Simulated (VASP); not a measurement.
Write the native input for VASP 6.6.1 that does the following.

```yaml
Task: single point
Functional: PBE
Potentials_or_basis: VASP PAW PBE potentials, release 64 (W_sv, C)
Cutoff: 520 eV
k_mesh: 15 × 15 × 15
Occupations: fermi-dirac, width 0.08 eV
Spin: no spin polarisation
Dipole_correction: no
Further_INCAR_settings: ALGO = Normal; EDIFF = 1e-06; NBANDS = 16
```

The structure of WC (zincblende type) lies in POSCAR:

```
WC
1.0
    0.0000000000      2.1208205308      2.1208205308
    2.1208205308      0.0000000000      2.1208205308
    2.1208205308      2.1208205308      0.0000000000
W C
1 1
Direct
    0.0000000000      0.0000000000      0.0000000000
    0.2500000000      0.2500000000      0.2500000000
```

These files were run (other wordings do the same):

INCAR

```
ALGO = Normal ; EDIFF = 1E-6
ENCUT = 520 ; GGA = PE
ISIF = 2 ; ISMEAR = -1
LASPH = T ; LCHARG = T
LELF = T ; LREAL = F
LVHAR = T ; LWAVE = F
NBANDS = 16 ; NELM = 100
PREC = Accurate ; SIGMA = 0.08
```

KPOINTS

```
k-points
0
Gamma
  15 15 15
```

Potentials or basis: VASP PAW PBE potentials, release 64 (W_sv, C).

Command:

```sh
$ cat potpaw_PBE.64/W_sv/POTCAR potpaw_PBE.64/C/POTCAR > POTCAR
$ mpirun -np 1 vasp_std > vasp.out
```

It gave:

```yaml
Pressure: 152.5 GPa
Band_gap_on_the_k_mesh: zero (bands 9 and 10 overlap by 1.75 eV)
```

Caveat: the cell stands under pressure; spin-orbit coupling is left out, which moves the levels of the heavy elements.

Run time: 34 s on 1 thread of Intel Xeon 8259CL, with other jobs on the host, peak memory 0.17 GiB.
